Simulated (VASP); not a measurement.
Wanted: the native input for a VASP 6.6.1 run.

```yaml
Task: single point
Functional: PBEsol
Potentials_or_basis: VASP PAW PBE potentials, release 64 (K_sv, Cl)
Cutoff: 520 eV
k_mesh: 6 × 6 × 6
Occupations: gaussian, width 0.05 eV
Spin: no spin polarisation
Dipole_correction: no
Further_INCAR_settings: ALGO = Normal; EDIFF = 1e-07; NBANDS = 15
```

The structure of KCl lies in POSCAR:

```
KCl
1.0
    4.0311558000      0.0000000000      0.0000000000
    0.0000000000      4.0311558000      0.0000000000
    0.0000000000      0.0000000000      4.0311558000
K Cl
1 1
Direct
    0.0000000000      0.0000000000      0.0000000000
    0.5000000000      0.5000000000      0.5000000000
```

This cell differs from its parent crystal: strain +0.050 along x and y, +0.050 along z.

The input as run:

INCAR

```
PREC = Accurate ; ENCUT = 520
EDIFF = 1E-7 ; ISMEAR = 0
SIGMA = 0.05 ; LREAL = F
LASPH = T ; NELM = 100
ALGO = Normal ; ISIF = 2
LWAVE = F ; LCHARG = F
GGA = PS ; NBANDS = 15
```

KPOINTS

```
regular mesh
0
Gamma
  6 6 6
```

Potentials or basis: VASP PAW PBE potentials, release 64 (K_sv, Cl).

The run is started by

```sh
$ cat potpaw_PBE.64/K_sv/POTCAR potpaw_PBE.64/Cl/POTCAR > POTCAR
$ mpirun -np 1 vasp_std > vasp.out
```

Results of the run:

- Pressure: -2.9 GPa
- Band gap on the k mesh: 4.11 eV, indirect (least direct gap 4.29 eV)

Caveat: the cell differs from its parent crystal (strain +0.050 along x and y, +0.050 along z); the PAW data sets were made with another functional, which shifts forces and pressure a little.

It took 30 s on 1 thread of Intel Xeon 8259CL, with other jobs on the host, peak memory 0.17 GiB.
